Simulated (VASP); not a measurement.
# Nb (Im-3m) in VASP: notebook, part 2 of 2

VASP 6.6.1.

## 5. Single point, PBE

INCAR reads:

```
PREC = Accurate ; ENCUT = 520
EDIFF = 1E-6 ; ISMEAR = -1
SIGMA = 0.05 ; LREAL = F
LASPH = T ; NELM = 60
ALGO = Normal ; ISIF = 2
LWAVE = F ; LCHARG = F
GGA = PE ; NBANDS = 12
```

KPOINTS reads:

```
Automatic mesh
0
Gamma
  16 16 16
```

POSCAR reads:

```
Nb
1.0
   -1.4690111994      1.4690111994      1.4690111994
    1.4690111994     -1.4690111994      1.4690111994
    1.4690111994      1.4690111994     -1.4690111994
Nb
1
Direct
    0.0000000000      0.0000000000      0.0000000000
```

Potentials or basis: VASP PAW PBE potentials, release 64 (Nb_sv).

Run with:

```
> cat potpaw_PBE.64/Nb_sv/POTCAR > POTCAR
> mpirun -np 1 vasp_std > vasp.out
```

OUTCAR:

```text
PREC = Accurate
   ENCUT = 520
   EDIFF = 1E-6
   ISMEAR = -1
   LREAL = F
   LASPH = T
   NELM = 60
   ISIF = 2
   GGA = PE

 ion  position               nearest neighbor table
   1  0.000  0.000  0.000-

  LATTYP: Found a body centered cubic cell.
 ALAT       =     2.9380223988

  Lattice vectors:

 A1 = (  -1.4690111994,   1.4690111994,   1.4690111994)
 A2 = (   1.4690111994,  -1.4690111994,   1.4690111994)
 A3 = (   1.4690111994,   1.4690111994,  -1.4690111994)

Analysis of symmetry for initial positions (statically):
=====================================================================
 Subroutine PRICEL returns:
 Original cell was already a primitive cell.

 Routine SETGRP: Setting up the symmetry group for a
 body centered cubic supercell.

 Subroutine GETGRP returns: Found 48 space group operations
 (whereof 48 operations were pure point group operations)
 out of a pool of 48 trial point group operations.

The static configuration has the point symmetry O_h .

Analysis of symmetry for dynamics (positions and initial velocities):
=====================================================================
 Subroutine PRICEL returns:
 Original cell was already a primitive cell.

 Routine SETGRP: Setting up the symmetry group for a
 body centered cubic supercell.

 Subroutine GETGRP returns: Found 48 space group operations
 (whereof 48 operations were pure point group operations)
 out of a pool of 48 trial point group operations.

The dynamic configuration has the point symmetry O_h .

 Subroutine INISYM returns: Found 48 space group operations
 (whereof 48 operations are pure point group operations),
 and found     1 'primitive' translations

----------------------------------------------------------------------------------------

                                     Primitive cell

  volume of cell :      12.6805

  direct lattice vectors                    reciprocal lattice vectors
    -1.469011199  1.469011199  1.469011199     0.000000000  0.340365002  0.340365002
     1.469011199 -1.469011199  1.469011199     0.340365002  0.000000000  0.340365002
     1.469011199  1.469011199 -1.469011199     0.340365002  0.340365002  0.000000000

  length of vectors
     2.544402034  2.544402034  2.544402034     0.481348802  0.481348802  0.481348802

  position of ions in fractional coordinates (direct lattice)
     0.000000000  0.000000000  0.000000000

  ion indices of the primitive-cell ions
   primitive index   ion index
                 1           1

----------------------------------------------------------------------------------------

 KPOINTS: Automatic mesh

Automatic generation of k-mesh.
 Grid dimensions read from file:
 generate k-points for:   16   16   16

 Generating k-lattice:

  Cartesian coordinates                     Fractional coordinates (reciprocal lattice)
     0.000000000  0.021272813  0.021272813     0.062500000  0.000000000  0.000000000
     0.021272813  0.000000000  0.021272813     0.000000000  0.062500000  0.000000000
     0.021272813  0.021272813  0.000000000     0.000000000  0.000000000  0.062500000

  Length of vectors
     0.030084300  0.030084300  0.030084300

  Shift w.r.t. Gamma in fractional coordinates (k-lattice)
     0.000000000  0.000000000  0.000000000

 Subroutine IBZKPT returns following result:
 ===========================================

 Found    145 irreducible k-points:

 Following reciprocal coordinates:
            Coordinates               Weight
  0.000000  0.000000  0.000000      1.000000
  0.062500  0.000000  0.000000     12.000000
  0.125000  0.000000  0.000000     12.000000
  0.187500  0.000000  0.000000     12.000000
  0.250000  0.000000  0.000000     12.000000
  0.312500  0.000000  0.000000     12.000000
[... 16 lines left out ...]
  0.187500  0.187500  0.000000     24.000000
  0.250000  0.187500 -0.000000     48.000000
 [... further k-points ...]
   k-points           NKPTS =    145   k-points in BZ     NKDIM =    145   number of bands    NBANDS=     12
   number of dos      NEDOS =    301   number of ions     NIONS =      1
   total plane-waves  NPLWV =   8000
   dimension x,y,z NGX =    20 NGY =   20 NGZ =   20
   dimension x,y,z NGXF=    40 NGYF=   40 NGZF=   40
   ions per type =               1
   NGX,Y,Z   is equivalent  to a cutoff of  13.07, 13.07, 13.07 a.u.
   NGXF,Y,Z  is equivalent  to a cutoff of  26.14, 26.14, 26.14 a.u.
 SYSTEM =  unknown system
   PREC   = accura    normal or accurate (medium, high low for compatibility)
   ISTART =      0    job   : 0-new  1-cont  2-samecut
   ICHARG =      2    charge: 1-file 2-atom 10-const
   ISPIN  =      1    spin polarized calculation?
   LNONCOLLINEAR =      F non collinear calculations
   LSORBIT =      F    spin-orbit coupling
   LASPH  =      T    aspherical Exc in radial PAW
   ENCUT  =  520.0 eV  38.22 Ry    6.18 a.u.   4.73  4.73  4.73*2*pi/ulx,y,z
   NELM   =     60;   NELMIN=  2; NELMDL= -5     # of ELM steps
   EDIFF  = 0.1E-05   stopping-criterion for ELM
   LREAL  =      F    real-space projection
   EDIFFG = 0.1E-04   stopping-criterion for IOM
   NSW    =      0    number of steps for IOM
   IBRION =     -1    ionic relax: 0-MD 1-quasi-New 2-CG
   NFREE  =      0    steps in history (QN), initial steepest desc. (CG)
   ISIF   =      2    stress and relaxation
   ISYM   =      2    0-nonsym 1-usesym 2-fastsym
   POTIM  = 0.5000    time-step for ionic-motion
   TEBEG  =    0.0;   TEEND  =   0.0 temperature during run
   PSTRESS=    0.0 pullay stress
   NELECT =      13.0000    total number of electrons
   NUPDOWN=      -1.0000    fix difference up-down
   EMIN   =  10.00;   EMAX   =-10.00  energy-range for DOS
   EFERMI =   0.00;   METHOD = LEGACY
   ISMEAR =    -1;   SIGMA  =   0.05  broadening in eV -4-tet -1-fermi 0-gaus
   EFERMI_NEDOS =   21; number of points for ismear=-14 and -15
   IALGO  =     38    algorithm
   IMIX   =      4    mixing-type and parameters
     AMIX     =   0.40;   BMIX     =  1.00
     AMIX_MAG =   1.60;   BMIX_MAG =  1.00
  volume/ion in A,a.u.               =      12.68        85.57
  Fermi-wavevector in a.u.,A,eV,Ry     =   1.650736  3.119438 37.074895  2.724928
  Thomas-Fermi vector in A             =   2.739635
   LORBIT       =      0    0 simple, 1 ext, 2 COOP (PROOUT), +10 PAW based schemes
   GGA     = PE    functional components
   LHFCALC =     F    Hartree Fock is set to
   AEXX    =    0.0000 exact exchange contribution
   IVDW    =     0    specifies the selected vdW correction
   LEPSILON=     F    determine dielectric tensor
   LRPA    =     F    only Hartree local field effects (RPA)
 non-spin polarized calculation
  energy-cutoff  :      520.00
  volume of cell :       12.68
 maximum number of plane-waves:       370
   NGX =  9   NGY =  9   NGZ =  9

 number of electron      12.9999999 magnetization

 Free energy of the ion-electron system (eV)
  ---------------------------------------------------
  ext. energy  EPLUGINS =         0.00000000
  ---------------------------------------------------
  free energy    TOTEN  =        -8.73632812 eV

  energy without entropy =       -8.72820781  energy(sigma->0) =       -8.73226797

 E-fermi :  17.1244     XC(G=0): -14.4293

 val. band max:       17.0886044592   @ k =   0.2500   0.2500   0.1250
 cond. band min:      17.1347893702   @ k =  -0.0625   0.0625   0.0625
 fundamental gap:      0.0461849110
 Fermi energy:        17.1243993033

 k-point     1 :       0.0000    0.0000    0.0000
  band No.  band energies     occupation
      1     -37.5874      2.00000
      2     -11.5036      2.00000
      3     -11.5036      2.00000
      4     -11.5036      2.00000
      5      10.8387      2.00000
      6      16.9281      1.96131
      7      16.9281      1.96131
      8      16.9281      1.96131
      9      21.1538      0.00000
     10      21.1538      0.00000
     11      31.8385      0.00000
     12      31.8385      0.00000

 k-point     2 :       0.0625    0.0000    0.0000
  band No.  band energies     occupation
      1     -37.5551      2.00000
      2     -11.6667      2.00000
      3     -11.5501      2.00000
      4     -11.5065      2.00000
      5      11.0897      2.00000
      6      16.7592      1.99865
      7      16.8902      1.98168
      8      17.1722      0.55544
      9      20.8523      0.00000
     10      21.1396      0.00000
     11      32.0794      0.00000
     12      32.2527      0.00000
[... 316 lines left out ...]
 k-point    24 :       0.2500    0.1875   -0.0000
  band No.  band energies     occupation
      1     -36.7831      2.00000
      2     -14.4407      2.00000
      3     -12.7493      2.00000
      4     -11.8517      2.00000
      5      13.2745      2.00000
      6      14.6380      2.00000
      7      17.0482      1.64232
      8      20.3402      0.00000
      9      22.7524      0.00000
     10      25.8861      0.00000
     11      33.1774      0.00000
     12      35.8335      0.00000

 [... further k-points ...]
[... 5 lines left out ...]
  --------------------------------------------------------------------------------------
  -------------------------------------------------------------------------------------
  Total        9.0836061      9.0836061      9.0836061     -0.0000000     -0.0000000      0.0000000
  in kB     1147.7136956   1147.7136956   1147.7136956     -0.0000000     -0.0000000      0.0000000
  external PRESSURE =    1147.7136956 kB  Pullay stress =       0.0000000 kB

 VOLUME and BASIS-vectors are now :
 -----------------------------------------------------------------------------
  energy-cutoff  :      520.00
  volume of cell :       12.68
      direct lattice vectors                 reciprocal lattice vectors
    -1.469011199  1.469011199  1.469011199     0.000000000  0.340365002  0.340365002
     1.469011199 -1.469011199  1.469011199     0.340365002  0.000000000  0.340365002
     1.469011199  1.469011199 -1.469011199     0.340365002  0.340365002  0.000000000

 POSITION                                       TOTAL-FORCE (eV/Angst)
 -----------------------------------------------------------------------------------
      0.00000      0.00000      0.00000        -0.000000      0.000000     -0.000000
 -----------------------------------------------------------------------------------
    total drift:                                0.000000     -0.000000      0.000000

  FREE ENERGIE OF THE ION-ELECTRON SYSTEM (eV)
  ---------------------------------------------------
  free  energy   TOTEN  =        -8.7363281207 eV

  energy  without entropy=       -8.7282078118  energy(sigma->0) =       -8.73226797
```

OSZICAR:

```text
N       E                     dE             d eps       ncg     rms          rms(c)
DAV:   1     0.128438541162E+03    0.12844E+03   -0.75394E+03  3488   0.114E+03
DAV:   2    -0.420462973519E+01   -0.13264E+03   -0.12712E+03  3640   0.415E+02
DAV:   3    -0.862434073812E+01   -0.44197E+01   -0.42347E+01  4924   0.690E+01
DAV:   4    -0.885246826496E+01   -0.22813E+00   -0.22650E+00  4824   0.137E+01
DAV:   5    -0.886127189269E+01   -0.88036E-02   -0.87989E-02  4996   0.221E+00    0.129E+01
DAV:   6    -0.871738272385E+01    0.14389E+00   -0.31919E-01  5536   0.763E+00    0.557E+00
DAV:   7    -0.872494753072E+01   -0.75648E-02   -0.14676E-01  5692   0.516E+00    0.110E+00
DAV:   8    -0.873624967033E+01   -0.11302E-01   -0.20287E-02  4076   0.195E+00    0.168E-01
DAV:   9    -0.873635464320E+01   -0.10497E-03   -0.18247E-03  4712   0.305E-01    0.114E-01
DAV:  10    -0.873635195117E+01    0.26920E-05   -0.72582E-05  4240   0.122E-01    0.578E-02
DAV:  11    -0.873632855356E+01    0.23398E-04   -0.26158E-05  4872   0.747E-02    0.167E-02
DAV:  12    -0.873632812075E+01    0.43282E-06   -0.58204E-07  3140   0.896E-03
   1 F= -.87363281E+01 E0= -.87322680E+01  d E =-.812031E-02
```

Wall time 16 s (1 thread of AMD EPYC 9R45 (Zen 5), shared host); peak memory 0.11 GiB.

Results:

* Free energy: -8.7363 eV
* Pressure: 114.8 GPa

## 6. Single point, PBE

This run uses another cell than the first one, of 12.68 Å³/atom, 1.400 times its volume.

INCAR reads:

```
  PREC = Accurate
  ENCUT = 520
  EDIFF = 1E-6
  ISMEAR = -5
  SIGMA = 0.1
  LREAL = False
  LASPH = True
  NELM = 60
  ALGO = Normal
  ISIF = 2
  LWAVE = False
  LCHARG = False
  GGA = PE
  NBANDS = 12
```

KPOINTS is that of step 5.

POSCAR is that of step 5.

Potentials or basis: VASP PAW PBE potentials, release 64 (Nb_sv).

Run with:

```
> cat potpaw_PBE.64/Nb_sv/POTCAR > POTCAR
> mpirun -np 1 vasp_std > vasp.out
```

Run time: 19 s. Hardware: 1 thread of AMD EPYC 9R45 (Zen 5), shared host; peak memory 0.12 GiB.

The run converged. Its results:

```yaml
Free_energy: -8.7361 eV
Pressure: 115.3 GPa
```

Levels at points of the mesh, in eV from the Fermi level:
```
           k point  band 3  band 4  band 5  band 6  band 7  band 8  band 9  band 10
(0.00, 0.00, 0.00)  -28.60  -28.60   -6.25   -0.16   -0.16   -0.16    4.06     4.06
(0.50, 0.00, 0.00)  -29.71  -28.68   -5.69   -3.31    4.48    4.72    5.47     9.50
(0.50, 0.50, 0.50)  -31.04  -31.04   -6.55   -6.55    8.13    8.13    8.13    12.55
```

Caveat: tetrahedron occupations give inexact forces and stress in metals.

## 7. The runs side by side

| cell | smearing | gap on the mesh (eV) | pressure (GPa) |
| --- | --- | --- | --- |
| a = 2.274 Å, angles 109.5°, 1 atom | fermi-dirac 0.05 eV | none | 431.5 |
| a = 2.417 Å, angles 109.5°, 1 atom | fermi-dirac 0.05 eV | none | 222.7 |
| a = 2.544 Å, angles 109.5°, 1 atom | fermi-dirac 0.05 eV | none | 114.8 |
| a = 2.544 Å, angles 109.5°, 1 atom | tetrahedron | none | 115.3 |

Alike in all rows: task single point; level PBE; potentials or basis VASP PAW PBE potentials, release 64 (Nb_sv); no spin polarisation; k mesh 16 × 16 × 16; cutoff (eV) 520.

Caveats: tetrahedron occupations give inexact forces and stress in metals (some runs).

Total energies depend on the potentials used, so only differences within one code and one set of settings carry meaning.
